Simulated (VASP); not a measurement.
Cd2Se, 3 atoms in the cell. Symmetry: P6/mmm, No. 191, hexagonal system. The conventional cell has a = 3.591 Å, b = 3.591 Å, c = 7.667 Å, α = 90.00°, β = 90.00°, γ = 120.00°. Cd (site symmetry 6mm) has 1 Se at 2.01 Å within 2.7 Å. Within 2.7 Å of Se (site symmetry 6/mmm) lie 2 Cd at 2.01 Å. 

| Quantity | Value |
| --- | --- |
| Program | VASP 6.6.1 |
| Task | single point |
| Functional | PBE |
| Potentials or basis | VASP PAW PBE potentials, release 64 (Cd, Se) |
| Cutoff | 520 eV |
| k mesh | 6 × 6 × 2 |
| Occupations | gaussian, width 0.1 eV |
| Spin | no spin polarisation |
| Dipole correction | no |
| Further INCAR settings | ALGO = Normal; EDIFF = 1e-07; NBANDS = 22 |

Potentials or basis: VASP PAW PBE potentials, release 64 (Cd, Se).

Launch:

```sh
$ cat potpaw_PBE.64/Cd/POTCAR potpaw_PBE.64/Se/POTCAR > POTCAR
$ mpirun -np 1 vasp_std > vasp.out
```

Hardware: 1 thread of Intel Xeon 6975P-C, with other jobs on the host.

How long does it take, and how much memory?

Run time: 30 s on 1 thread of Intel Xeon 6975P-C (shared host), peak memory 0.21 GiB. Counts: scf iterations 17, k points 14.
